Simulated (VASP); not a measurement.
# C (Fd-3m) in VASP: single point with PBE

Aim: the single point of C with PBE.

All numbers are computed with VASP 6.6.1; they aren't measurements. Logs are shortened: lines on timing, memory, paths and dates and some standing lists are left out, and cuts for length are marked.

### Step 1. The cell of the first run

The structure is cubic, space group Fd-3m (No. 227). Conventional cell: a = 3.567 Å, b = 3.567 Å, c = 3.567 Å, α = 90.00°, β = 90.00°, γ = 90.00°. C (site symmetry -43m) has 4 C at 1.54 Å within 2.1 Å.

### Step 2. Single point, PBE

INCAR reads:

```
SYSTEM = C
ALGO     = Normal         ! electronic algorithm
EDIFF    = 1E-6           ! SCF threshold, eV
ENCUT    = 600            ! plane-wave cutoff, eV
GGA      = PE             ! functional
GGA_COMPAT= .False.      
ISIF     = 2              ! what is computed and relaxed
ISMEAR   = -1             ! smearing method
LASPH    = .True.         ! aspherical terms in the spheres
LCHARG   = .True.         ! write CHGCAR
LELF     = .True.         ! ELF
LREAL    = .False.        ! projectors in reciprocal space
LVHAR    = .True.       
LWAVE    = .False.        ! write WAVECAR
NBANDS   = 11             ! bands
NELM     = 120            ! most SCF steps
PREC     = Accurate       ! precision mode
SIGMA    = 0.1            ! smearing width, eV
```

KPOINTS reads:

```
k-points
0
Gamma
  7 7 7
  0 0 0
```

POSCAR reads:

```
C
1.0
    0.0000000000      1.7834000000      1.7834000000
    1.7834000000      0.0000000000      1.7834000000
    1.7834000000      1.7834000000      0.0000000000
C
2
Direct
    0.5000000000      0.5000000000      0.5000000000
    0.7500000000      0.7500000000      0.7500000000
```

Potentials or basis: VASP PAW PBE potentials, release 64 (C).

Run with:

```console
cat potpaw_PBE.64/C/POTCAR > POTCAR
mpirun -np 1 vasp_std > vasp.out
```

OUTCAR:

```text
SYSTEM = C
   EDIFF = 1E-6
   ENCUT = 600
   GGA = PE
   ISIF = 2
   ISMEAR = -1
   LASPH = .True.
   LREAL = .False.
   NELM = 120
   PREC = Accurate

 ion  position               nearest neighbor table
   1  0.500  0.500  0.500-   2 1.54   2 1.54   2 1.54   2 1.54
   2  0.750  0.750  0.750-   1 1.54   1 1.54   1 1.54   1 1.54

  LATTYP: Found a face centered cubic cell.
 ALAT       =     3.5668000000

  Lattice vectors:

 A1 = (   0.0000000000,   1.7834000000,   1.7834000000)
 A2 = (   1.7834000000,   0.0000000000,   1.7834000000)
 A3 = (   1.7834000000,   1.7834000000,   0.0000000000)

Analysis of symmetry for initial positions (statically):
=====================================================================
 Subroutine PRICEL returns:
 Original cell was already a primitive cell.

 Routine SETGRP: Setting up the symmetry group for a
 face centered cubic supercell.

 Subroutine GETGRP returns: Found 48 space group operations
 (whereof 24 operations were pure point group operations)
 out of a pool of 48 trial point group operations.

The static configuration has the point symmetry T_d .
 The point group associated with its full space group is O_h .

Analysis of symmetry for dynamics (positions and initial velocities):
=====================================================================
 Subroutine PRICEL returns:
 Original cell was already a primitive cell.

 Routine SETGRP: Setting up the symmetry group for a
 face centered cubic supercell.

 Subroutine GETGRP returns: Found 48 space group operations
 (whereof 24 operations were pure point group operations)
 out of a pool of 48 trial point group operations.

The dynamic configuration has the point symmetry T_d .
 The point group associated with its full space group is O_h .

 Subroutine INISYM returns: Found 48 space group operations
 (whereof 24 operations are pure point group operations),
 and found     1 'primitive' translations

----------------------------------------------------------------------------------------

                                     Primitive cell

  volume of cell :      11.3443

  direct lattice vectors                    reciprocal lattice vectors
     0.000000000  1.783400000  1.783400000    -0.280363351  0.280363351  0.280363351
     1.783400000  0.000000000  1.783400000     0.280363351 -0.280363351  0.280363351
     1.783400000  1.783400000  0.000000000     0.280363351  0.280363351 -0.280363351

  length of vectors
     2.522108467  2.522108467  2.522108467     0.485603568  0.485603568  0.485603568

  position of ions in fractional coordinates (direct lattice)
     0.500000000  0.500000000  0.500000000
     0.750000000  0.750000000  0.750000000

  ion indices of the primitive-cell ions
   primitive index   ion index
                 1           1
                 2           2

----------------------------------------------------------------------------------------

 KPOINTS: k-points

Automatic generation of k-mesh.
 Grid dimensions read from file:
 generate k-points for:    7    7    7

 Generating k-lattice:

  Cartesian coordinates                     Fractional coordinates (reciprocal lattice)
    -0.040051907  0.040051907  0.040051907     0.142857143  0.000000000  0.000000000
     0.040051907 -0.040051907  0.040051907     0.000000000  0.142857143  0.000000000
     0.040051907  0.040051907 -0.040051907     0.000000000  0.000000000  0.142857143

  Length of vectors
     0.069371938  0.069371938  0.069371938

  Shift w.r.t. Gamma in fractional coordinates (k-lattice)
     0.000000000  0.000000000  0.000000000

 Subroutine IBZKPT returns following result:
 ===========================================

 Found     20 irreducible k-points:

 Following reciprocal coordinates:
            Coordinates               Weight
  0.000000  0.000000  0.000000      1.000000
  0.142857  0.000000  0.000000      8.000000
  0.285714  0.000000  0.000000      8.000000
  0.428571  0.000000  0.000000      8.000000
  0.142857  0.142857  0.000000      6.000000
  0.285714  0.142857  0.000000     24.000000
[... 12 lines left out ...]
 -0.428571  0.428571  0.142857     24.000000
 -0.285714  0.428571  0.142857     24.000000
   k-points           NKPTS =     20   k-points in BZ     NKDIM =     20   number of bands    NBANDS=     11
   number of dos      NEDOS =    301   number of ions     NIONS =      2
   total plane-waves  NPLWV =   8000
   dimension x,y,z NGX =    20 NGY =   20 NGZ =   20
   dimension x,y,z NGXF=    40 NGYF=   40 NGZF=   40
   ions per type =               2
   NGX,Y,Z   is equivalent  to a cutoff of  13.18, 13.18, 13.18 a.u.
   NGXF,Y,Z  is equivalent  to a cutoff of  26.37, 26.37, 26.37 a.u.
 SYSTEM =  C
   PREC   = accura    normal or accurate (medium, high low for compatibility)
   ISTART =      0    job   : 0-new  1-cont  2-samecut
   ICHARG =      2    charge: 1-file 2-atom 10-const
   ISPIN  =      1    spin polarized calculation?
   LNONCOLLINEAR =      F non collinear calculations
   LSORBIT =      F    spin-orbit coupling
   LASPH  =      T    aspherical Exc in radial PAW
   ENCUT  =  600.0 eV  44.10 Ry    6.64 a.u.   5.04  5.04  5.04*2*pi/ulx,y,z
   NELM   =    120;   NELMIN=  2; NELMDL= -5     # of ELM steps
   EDIFF  = 0.1E-05   stopping-criterion for ELM
   LREAL  =      F    real-space projection
[... 7 lines left out ...]
   TEBEG  =    0.0;   TEEND  =   0.0 temperature during run
   PSTRESS=    0.0 pullay stress
   NELECT =       8.0000    total number of electrons
   NUPDOWN=      -1.0000    fix difference up-down
   EMIN   =  10.00;   EMAX   =-10.00  energy-range for DOS
   EFERMI =   0.00;   METHOD = LEGACY
   ISMEAR =    -1;   SIGMA  =   0.10  broadening in eV -4-tet -1-fermi 0-gaus
   EFERMI_NEDOS =   21; number of points for ismear=-14 and -15
   IALGO  =     38    algorithm
   IMIX   =      4    mixing-type and parameters
     AMIX     =   0.40;   BMIX     =  1.00
     AMIX_MAG =   1.60;   BMIX_MAG =  1.00
  volume/ion in A,a.u.               =       5.67        38.28
  Fermi-wavevector in a.u.,A,eV,Ry     =   1.457178  2.753668 28.890189  2.123369
  Thomas-Fermi vector in A             =   2.574010
   LORBIT       =      0    0 simple, 1 ext, 2 COOP (PROOUT), +10 PAW based schemes
   GGA     = PE    functional components
   LHFCALC =     F    Hartree Fock is set to
   AEXX    =    0.0000 exact exchange contribution
   IVDW    =     0    specifies the selected vdW correction
   LEPSILON=     F    determine dielectric tensor
   LRPA    =     F    only Hartree local field effects (RPA)
 non-spin polarized calculation
  energy-cutoff  :      600.00
  volume of cell :       11.34
 maximum number of plane-waves:       387
   NGX =  9   NGY =  9   NGZ =  9

 number of electron       7.9999999 magnetization

 Free energy of the ion-electron system (eV)
  ---------------------------------------------------
  ext. energy  EPLUGINS =         0.00000000
  ---------------------------------------------------
  free energy    TOTEN  =       -18.18742233 eV

  energy without entropy =      -18.18742233  energy(sigma->0) =      -18.18742233

 E-fermi :  11.7140     XC(G=0): -13.2500

 val. band max:        9.7289523137   @ k =   0.0000   0.0000   0.0000
 cond. band min:      13.9908272469   @ k =   0.4286   0.4286   0.0000
 fundamental gap:      4.2618749332
 Fermi energy:        11.7139525378

 k-point     1 :       0.0000    0.0000    0.0000
  band No.  band energies     occupation
      1     -11.7473      2.00000
      2       9.7290      2.00000
      3       9.7290      2.00000
      4       9.7290      2.00000
      5      15.3188      0.00000
      6      15.3188      0.00000
      7      15.3188      0.00000
      8      23.0591      0.00000
      9      29.0229      0.00000
     10      36.2637      0.00000
     11      36.2637      0.00000

 k-point     2 :       0.1429    0.0000    0.0000
  band No.  band energies     occupation
      1     -11.1834      2.00000
      2       6.7518      2.00000
      3       8.9201      2.00000
      4       8.9201      2.00000
      5      16.3825      0.00000
      6      16.3825      0.00000
      7      16.8363      0.00000
      8      23.5351      0.00000
      9      29.8224      0.00000
     10      32.8885      0.00000
     11      32.8885      0.00000

 k-point     3 :       0.2857    0.0000    0.0000
  band No.  band energies     occupation
      1      -9.5160      2.00000
      2       1.9270      2.00000
      3       7.7139      2.00000
      4       7.7139      2.00000
      5      17.7762      0.00000
      6      17.7762      0.00000
      7      18.0878      0.00000
      8      24.6487      0.00000
      9      30.5304      0.00000
     10      32.3389      0.00000
     11      32.3389      0.00000

 k-point     4 :       0.4286    0.0000    0.0000
  band No.  band energies     occupation
      1      -6.9220      2.00000
      2      -2.4630      2.00000
      3       7.0183      2.00000
      4       7.0183      2.00000
      5      18.1719      0.00000
      6      18.1719      0.00000
      7      18.5281      0.00000
      8      25.3561      0.00000
      9      31.2711      0.00000
     10      34.2954      0.00000
     11      34.8407      0.00000
[... 183 lines left out ...]
 k-point    18 :      -0.4286    0.2857    0.1429
  band No.  band energies     occupation
      1      -5.5507      2.00000
      2      -1.2822      2.00000
      3       2.7350      2.00000
      4       4.7556      2.00000
      5      18.1099      0.00000
      6      19.4381      0.00000
      7      22.6497      0.00000
      8      23.9986      0.00000
      9      28.5970      0.00000
     10      32.8736      0.00000
     11      36.3860      0.00000

 k-point    19 :      -0.4286    0.4286    0.1429
  band No.  band energies     occupation
      1      -4.6207      2.00000
      2      -0.6658      2.00000
      3       2.1661      2.00000
      4       2.8263      2.00000
      5      16.7344      0.00000
      6      17.9439      0.00000
      7      23.4289      0.00000
      8      25.4501      0.00000
      9      30.9659      0.00000
     10      32.1959      0.00000
     11      39.6379      0.00000

 k-point    20 :      -0.2857    0.4286    0.1429
  band No.  band energies     occupation
      1      -3.2891      2.00000
      2      -1.6199      2.00000
      3       0.5880      2.00000
      4       3.1373      2.00000
      5      17.8813      0.00000
      6      21.4927      0.00000
      7      22.5105      0.00000
      8      23.3572      0.00000
      9      29.0028      0.00000
     10      32.6007      0.00000
     11      37.5569      0.00000

------------------------ aborting loop because EDIFF is reached ----------------------------------------

  FORCE on cell =-STRESS in cart. coord.  units (eV):
  Direction    XX          YY          ZZ          XY          YZ          ZX
  --------------------------------------------------------------------------------------
  -------------------------------------------------------------------------------------
  Total        0.1253750      0.1253750      0.1253750     -0.0000000      0.0000000      0.0000000
  in kB       17.7070091     17.7070091     17.7070091     -0.0000000      0.0000000      0.0000000
  external PRESSURE =      17.7070091 kB  Pullay stress =       0.0000000 kB

 VOLUME and BASIS-vectors are now :
 -----------------------------------------------------------------------------
  energy-cutoff  :      600.00
  volume of cell :       11.34
      direct lattice vectors                 reciprocal lattice vectors
     0.000000000  1.783400000  1.783400000    -0.280363351  0.280363351  0.280363351
     1.783400000  0.000000000  1.783400000     0.280363351 -0.280363351  0.280363351
     1.783400000  1.783400000  0.000000000     0.280363351  0.280363351 -0.280363351

 POSITION                                       TOTAL-FORCE (eV/Angst)
 -----------------------------------------------------------------------------------
      1.78340      1.78340      1.78340        -0.000000     -0.000000     -0.000000
      2.67510      2.67510      2.67510         0.000000      0.000000      0.000000
 -----------------------------------------------------------------------------------
    total drift:                                0.000000     -0.000000      0.000000

  FREE ENERGIE OF THE ION-ELECTRON SYSTEM (eV)
  ---------------------------------------------------
  free  energy   TOTEN  =       -18.1874223266 eV

  energy  without entropy=      -18.1874223265  energy(sigma->0) =      -18.18742233
```

It took 5.3 s on 1 thread of Intel Xeon Platinum 8259CL at 2.50GHz (Skylake/Cascade Lake), shared host; peak memory 0.11 GiB.

Results:

```
Free energy            : -18.1874 eV
Pressure               : 1.8 GPa
Band gap on the k mesh : 4.26 eV, indirect (least direct gap 5.59 eV)
```

Caveat: the k points lie up to 0.44 Å⁻¹ apart. A k mesh can miss the band edges.
